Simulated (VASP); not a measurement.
# Si16B (a cell with a defect) in VASP: single point with PBE+D3(BJ)

Aim: the single point of Si16B (a cell with a defect) with PBE+D3(BJ).

All numbers are computed with VASP 6.6.1; they aren't measurements. Logs are shortened: lines on timing, memory, paths and dates and some standing lists are left out, and cuts for length are marked.

## (1) The cell of the first run

The cell holds a defect, 17 atoms: a = 7.679 Å, b = 7.679 Å, c = 7.679 Å, α = 60.00°, β = 60.00°, γ = 60.00°.

## (2) Single point, PBE+D3(BJ), collinear spin

Contents of INCAR:

```
SYSTEM = Si16B
PREC = Accurate
ENCUT = 520
EDIFF = 1E-6
ISMEAR = -1
SIGMA = 0.05
LREAL = Auto
LASPH = .TRUE.
NELM = 150
ALGO = Normal
ISIF = 2
LWAVE = .FALSE.
LCHARG = .FALSE.
ISPIN = 2
MAGMOM = 0 0 0 0 0 0 0 0 0 0 0 0 0 0 0 0 1
LORBIT = 11
GGA = PE
IVDW = 12
NBANDS = 52
```

Contents of KPOINTS:

```
regular mesh
0
G
  2 2 2
  0 0 0
```

Contents of POSCAR:

```
Si16B
1.0
    0.0000000000      5.4300000000      5.4300000000
    5.4300000000      0.0000000000      5.4300000000
    5.4300000000      5.4300000000      0.0000000000
Si B
16 1
Direct
   -0.0082409685     -0.0014357556      0.0185779167
    0.1270725817      0.1377322625      0.1163588855
   -0.0096208931      0.0087830242      0.4902590367
    0.1244384332      0.1129797835      0.6365022923
   -0.0065315910      0.5107144046     -0.0055761052
    0.1248214096      0.6249090423      0.1233032847
   -0.0094337359      0.4970854002      0.5003688024
    0.1263333457      0.6264020551      0.6199857050
    0.4988746454      0.0073742014     -0.0036609280
    0.6195868393      0.1277342655      0.1278251583
    0.4996180117     -0.0006717977      0.5004444426
    0.6172248333      0.1311378757      0.6236977609
    0.4971779818      0.5005980207     -0.0004264086
    0.6189121625      0.6330278383      0.1197392927
    0.4981726908      0.5040700434      0.4940574691
    0.6165696582      0.6265804162      0.6262945003
    0.9428172954      0.8252495196      0.3875666946
```

Potentials or basis: VASP PAW PBE potentials, release 64 (Si, B).

The run is started by

```sh
cat potpaw_PBE.64/Si/POTCAR potpaw_PBE.64/B/POTCAR > POTCAR
mpirun -np 1 vasp_std > vasp.out
```

OUTCAR:

```text
SYSTEM = Si16B
   PREC = Accurate
   ENCUT = 520
   EDIFF = 1E-6
   ISMEAR = -1
   LREAL = Auto
   LASPH = .TRUE.
   NELM = 150
   ISIF = 2
   ISPIN = 2
   LORBIT = 11
   GGA = PE
   IVDW = 12
 IVDW          = 12

 ion  position               nearest neighbor table
   1  0.992  0.999  0.019-  10 2.34   2 2.34   6 2.35  17 2.37   4 2.40
   2  0.127  0.138  0.116-   9 2.33   5 2.34   1 2.34   3 2.35
   3  0.990  0.009  0.490-  17 2.16  12 2.34   2 2.35   8 2.40   4 2.42
   4  0.124  0.113  0.637-  11 2.35   1 2.40   7 2.41   3 2.42
   5  0.993  0.511  0.994-   2 2.34  14 2.35   8 2.35   6 2.35
   6  0.125  0.625  0.123-  13 2.33   1 2.35   5 2.35   7 2.37  17 2.56
   7  0.991  0.497  0.500-  17 2.11  16 2.35   6 2.37   4 2.41   8 2.41
   8  0.126  0.626  0.620-  17 2.27  15 2.33   5 2.35   3 2.40   7 2.41
   9  0.499  0.007  0.996-   2 2.33  10 2.34  12 2.34  14 2.35
  10  0.620  0.128  0.128-   1 2.34   9 2.34  11 2.34  13 2.34
  11  0.500  0.999  0.500-  10 2.34  12 2.34  16 2.34   4 2.35
  12  0.617  0.131  0.624-   9 2.34  11 2.34  15 2.34   3 2.34
  13  0.497  0.501  1.000-   6 2.33  10 2.34  16 2.34  14 2.35
  14  0.619  0.633  0.120-  15 2.35   9 2.35  13 2.35   5 2.35
  15  0.498  0.504  0.494-   8 2.33  12 2.34  16 2.34  14 2.35
  16  0.617  0.627  0.626-  11 2.34  15 2.34  13 2.34   7 2.35
  17  0.943  0.825  0.388-   7 2.11   3 2.16   8 2.27   1 2.37   6 2.56

  LATTYP: Found a face centered cubic cell.
 ALAT       =    10.8600000000

  Lattice vectors:

 A1 = (   0.0000000000,   5.4300000000,   5.4300000000)
 A2 = (   5.4300000000,   0.0000000000,   5.4300000000)
 A3 = (   5.4300000000,   5.4300000000,   0.0000000000)

Analysis of symmetry for initial positions (statically):
=====================================================================
 Subroutine PRICEL returns:
 Original cell was already a primitive cell.

 Routine SETGRP: Setting up the symmetry group for a
 face centered cubic supercell.

 Subroutine GETGRP returns: Found  1 space group operations
 (whereof  1 operations were pure point group operations)
 out of a pool of 48 trial point group operations.

The static configuration has the point symmetry C_1 .

Analysis of symmetry for dynamics (positions and initial velocities):
=====================================================================
 Subroutine PRICEL returns:
 Original cell was already a primitive cell.

 Routine SETGRP: Setting up the symmetry group for a
 face centered cubic supercell.

 Subroutine GETGRP returns: Found  1 space group operations
 (whereof  1 operations were pure point group operations)
 out of a pool of 48 trial point group operations.
[... 172 lines left out ...]
  ext. energy  EPLUGINS =         0.00000000
  ---------------------------------------------------
  free energy    TOTEN  =       -88.68876130 eV

  energy without entropy =      -88.66421509  energy(sigma->0) =      -88.67648820

 E-fermi :   6.4413     XC(G=0):  -9.5704

 val. band max:        6.4041135834   @ k =   0.0000   0.0000   0.5000
 cond. band min:       6.5302302492   @ k =   0.5000   0.5000   0.0000
 fundamental gap:      0.1261166658
 Fermi energy:         6.4412721698

 spin component 1

 k-point     1 :       0.0000    0.0000    0.0000
  band No.  band energies     occupation
      1      -6.3233      1.00000
      2      -4.1822      1.00000
      3      -3.8928      1.00000
      4      -3.7867      1.00000
      5      -3.6312      1.00000
      6      -2.5099      1.00000
[... 373 lines left out ...]
     44      10.0529      0.00000
     45      10.2447      0.00000
 Fermi energy:         6.4412721698

 spin component 2

 k-point     1 :       0.0000    0.0000    0.0000
  band No.  band energies     occupation
      1      -6.3233      1.00000
      2      -4.1822      1.00000
      3      -3.8928      1.00000
      4      -3.7867      1.00000
      5      -3.6312      1.00000
      6      -2.5099      1.00000
[... 373 lines left out ...]
     44      10.0529      0.00000
     45      10.2447      0.00000
 [bands above 45 left out]

------------------------ aborting loop because EDIFF is reached ----------------------------------------

 Edisp (eV)   -5.33321

 E8    (eV) :    -2.1964

  FORCE on cell =-STRESS in cart. coord.  units (eV):
  Direction    XX          YY          ZZ          XY          YZ          ZX
  --------------------------------------------------------------------------------------
  -------------------------------------------------------------------------------------
  Total       0.91245     1.58412     0.99561    -0.82471     0.45293    -0.81539
  in kB       4.56550     7.92625     4.98164    -4.12649     2.26627    -4.07989
  external pressure =        5.82 kB  Pullay stress =        0.00 kB

 VOLUME and BASIS-vectors are now :
 -----------------------------------------------------------------------------
  energy-cutoff  :      520.00
  volume of cell :      320.21
      direct lattice vectors                 reciprocal lattice vectors
     0.000000000  5.430000000  5.430000000    -0.092081031  0.092081031  0.092081031
     5.430000000  0.000000000  5.430000000     0.092081031 -0.092081031  0.092081031
     5.430000000  5.430000000  0.000000000     0.092081031  0.092081031 -0.092081031

 POSITION                                       TOTAL-FORCE (eV/Angst)
 -----------------------------------------------------------------------------------
      5.52308      5.48613     10.80746        -0.066422     -0.046016      0.036215
      1.37971      1.32183      1.43789        -0.007102     -0.003045     -0.018363
      2.70980      8.03987      5.42545         0.055415      0.049853      0.050038
      4.06969      4.13191      1.28918         0.057369     -0.048775     -0.062093
      8.17290     10.79426      8.16771        -0.027239      0.004452      0.026415
      4.06279      1.34732      4.07104        -0.009197     -0.019149     -0.004289
[... 9 lines left out ...]
      6.80311      6.74875      6.75030         0.011955      0.017958     -0.009388
      6.58559      7.22399      9.60060         0.047641      0.049473     -0.000107
 -----------------------------------------------------------------------------------
    total drift:                                0.006056      0.002728      0.005644

  FREE ENERGIE OF THE ION-ELECTRON SYSTEM (eV)
  ---------------------------------------------------
  free  energy   TOTEN  =       -94.0219716296 eV

  energy  without entropy=      -93.9974254194  energy(sigma->0) =      -94.00969852

 total charge

# of ion       s       p       d       tot
------------------------------------------
    1        0.739   0.938   0.000   1.677
    2        0.756   0.935   0.000   1.691
    3        0.740   0.936   0.000   1.676
    4        0.780   0.897   0.000   1.677
    5        0.754   0.943   0.000   1.696
    6        0.755   0.924   0.000   1.679
[... 9 lines left out ...]
   16        0.751   0.939   0.000   1.689
   17        0.802   0.843   0.000   1.645
--------------------------------------------------
tot         12.771  15.902   0.000  28.672

 magnetization (x)

# of ion       s       p       d       tot
------------------------------------------
    1        0.000  -0.000   0.000   0.000
    2       -0.000   0.000   0.000  -0.000
    3        0.000   0.000   0.000   0.000
    4       -0.000  -0.000   0.000  -0.000
    5       -0.000  -0.000   0.000  -0.000
    6       -0.000   0.000   0.000   0.000
[... 9 lines left out ...]
   16       -0.000   0.000   0.000  -0.000
   17       -0.000  -0.000   0.000  -0.000
--------------------------------------------------
tot         -0.000  -0.000   0.000  -0.000
```

OSZICAR:

```text
N       E                     dE             d eps       ncg     rms          rms(c)
DAV:   1     0.152679532197E+03    0.15268E+03   -0.25565E+04  1664   0.107E+03
DAV:   2    -0.761608566341E+02   -0.22884E+03   -0.21370E+03  2032   0.161E+02
DAV:   3    -0.900795367417E+02   -0.13919E+02   -0.13610E+02  2148   0.350E+01
DAV:   4    -0.903582182561E+02   -0.27868E+00   -0.27764E+00  2096   0.604E+00
DAV:   5    -0.903652273424E+02   -0.70091E-02   -0.70037E-02  2128   0.895E-01    0.144E+01
DAV:   6    -0.890902130977E+02    0.12750E+01   -0.18434E+00  2072   0.452E+00    0.878E+00
DAV:   7    -0.886863073195E+02    0.40391E+00   -0.11283E+00  1988   0.313E+00    0.273E+00
DAV:   8    -0.886817451856E+02    0.45621E-02   -0.16371E-01  2004   0.129E+00    0.508E-01
DAV:   9    -0.886854194914E+02   -0.36743E-02   -0.12126E-02  2064   0.451E-01    0.339E-01
DAV:  10    -0.886876382909E+02   -0.22188E-02   -0.27890E-03  1964   0.194E-01    0.180E-01
DAV:  11    -0.886884597994E+02   -0.82151E-03   -0.71302E-04  2040   0.944E-02    0.914E-02
DAV:  12    -0.886886989596E+02   -0.23916E-03   -0.29961E-04  1968   0.672E-02    0.394E-02
DAV:  13    -0.886887513650E+02   -0.52405E-04   -0.52600E-05  1992   0.311E-02    0.140E-02
DAV:  14    -0.886887592168E+02   -0.78518E-05   -0.98984E-06  1976   0.113E-02    0.561E-03
DAV:  15    -0.886887607714E+02   -0.15545E-05   -0.15077E-06  1416   0.449E-03    0.278E-03
DAV:  16    -0.886887613045E+02   -0.53312E-06   -0.26864E-07  1160   0.186E-03
   1 F= -.94021972E+02 E0= -.94009699E+02  d E =-.245462E-01  mag=     0.0000
```

Run time: 12 min. Hardware: 1 thread of Intel Xeon 6975P-C (Granite Rapids), shared host; peak memory 0.7 GiB.

What came out:

- Free energy: -94.0220 eV
- Pressure: 0.6 GPa
- Largest force: 0.098 eV/Å
- Net moment: 0.00 μB per cell
- Valence electrons inside the program's atomic spheres: Si 1.68, 1.69, 1.70, 1.67 (each value once); B 1.65
- Dispersion energy per atom: -0.314 eV

Forces on the atoms (eV/Å):
```
Si  -0.066 -0.046  0.036
Si  -0.007 -0.003 -0.018
Si   0.055  0.050  0.050
Si   0.057 -0.049 -0.062
Si  -0.027  0.004  0.026
Si  -0.009 -0.019 -0.004
Si  -0.082  0.027 -0.028
Si   0.029 -0.008 -0.012
Si   0.004 -0.012 -0.021
Si  -0.011 -0.001  0.017
Si  -0.015  0.011  0.019
Si  -0.003  0.025  0.000
Si   0.024 -0.003  0.004
Si  -0.006 -0.005  0.000
Si  -0.001 -0.039  0.003
Si   0.012  0.018 -0.009
B    0.048  0.049  0.000
```

Levels at points of the mesh, in eV from the Fermi level:
Spin up:
```csv
k point,band 30,band 31,band 32,band 33,band 34,band 35,band 36,band 37
"(0.00, 0.00, 0.00)",-1.59,-0.84,-0.53,-0.45,-0.24,0.17,0.20,0.29
"(0.50, 0.00, 0.00)",-1.34,-1.23,-1.19,-1.15,0.18,0.78,1.08,1.09
"(0.00, 0.50, 0.00)",-1.34,-1.29,-1.15,-0.98,-0.29,0.47,1.02,1.13
"(0.00, 0.00, 0.50)",-1.30,-1.27,-1.19,-1.12,-0.04,0.44,1.06,1.09
"(0.50, 0.50, 0.50)",-1.32,-1.25,-1.21,-1.03,-0.21,0.46,1.05,1.06
"(0.50, 0.50, 0.00)",-1.85,-1.76,-1.73,-0.65,0.09,0.65,1.25,1.35
"(0.00, 0.50, 0.50)",-1.88,-1.76,-1.73,-0.64,0.10,0.66,1.22,1.34
"(0.50, 0.00, 0.50)",-1.89,-1.78,-1.75,-0.63,0.27,0.78,1.16,1.25
```
Spin down:
| k point | band 29 | band 30 | band 31 | band 32 | band 33 | band 34 | band 35 | band 36 | band 37 | band 38 |
| --- | --- | --- | --- | --- | --- | --- | --- | --- | --- | --- |
| (0.00, 0.00, 0.00) | -1.61 | -1.59 | -0.84 | -0.53 | -0.45 | -0.24 | 0.17 | 0.20 | 0.29 | 0.37 |
| (0.50, 0.00, 0.00) | -1.60 | -1.34 | -1.23 | -1.19 | -1.15 | 0.18 | 0.78 | 1.08 | 1.09 | 1.10 |
| (0.00, 0.50, 0.00) | -1.47 | -1.34 | -1.29 | -1.15 | -0.98 | -0.29 | 0.47 | 1.02 | 1.13 | 1.17 |
| (0.00, 0.00, 0.50) | -1.50 | -1.30 | -1.27 | -1.19 | -1.12 | -0.04 | 0.44 | 1.06 | 1.09 | 1.11 |
| (0.50, 0.50, 0.50) | -1.47 | -1.32 | -1.25 | -1.21 | -1.03 | -0.21 | 0.46 | 1.05 | 1.06 | 1.14 |
| (0.50, 0.50, 0.00) | -2.03 | -1.85 | -1.76 | -1.73 | -0.65 | 0.09 | 0.65 | 1.25 | 1.35 | 1.47 |
| (0.00, 0.50, 0.50) | -2.00 | -1.88 | -1.76 | -1.73 | -0.64 | 0.10 | 0.66 | 1.22 | 1.34 | 1.49 |
| (0.50, 0.00, 0.50) | -1.95 | -1.89 | -1.78 | -1.75 | -0.63 | 0.27 | 0.78 | 1.16 | 1.25 | 1.33 |

Caveat: the k points lie up to 0.50 Å⁻¹ apart.
